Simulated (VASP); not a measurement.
Input of a VASP 6.6.1 run:

The input INCAR:

```
  PREC = Accurate
  ENCUT = 520
  EDIFF = 1E-6
  ISMEAR = 0
  SIGMA = 0.05
  LREAL = False
  LASPH = True
  NELM = 100
  ALGO = Normal
  ISIF = 2
  LWAVE = False
  LCHARG = False
  GGA = PS
  NBANDS = 16
```

Contents of KPOINTS:

```
Automatic mesh
0
Gamma
  10 10 10
```

File POSCAR:

```
GaP
1.0
    0.0000000000      2.5073061132      2.7164746622
    2.7164746622      0.0000000000      2.7164746622
    2.7164746622      2.5073061132      0.0000000000
Ga P
1 1
Direct
    0.0000000000      0.0000000000      0.0000000000
    0.7500000000      0.7500000000      0.7500000000
```

Potentials or basis: VASP PAW PBE potentials, release 64 (Ga_d, P).

Command:

```sh
$ cat potpaw_PBE.64/Ga_d/POTCAR potpaw_PBE.64/P/POTCAR > POTCAR
$ mpirun -np 1 vasp_std > vasp.out
```

What does it give for the band gap on the k mesh?

0.54 eV, indirect (least direct gap 2.18 eV).

Estimate the pressure.

8.1 GPa.

Stress tensor (GPa, compression positive):
```
 6.48  0.00  0.00
 0.00 11.42  0.00
 0.00  0.00  6.48
```

Caveat: the PAW data sets were made with another functional, which shifts forces and pressure a little. A k mesh can miss the band edges.
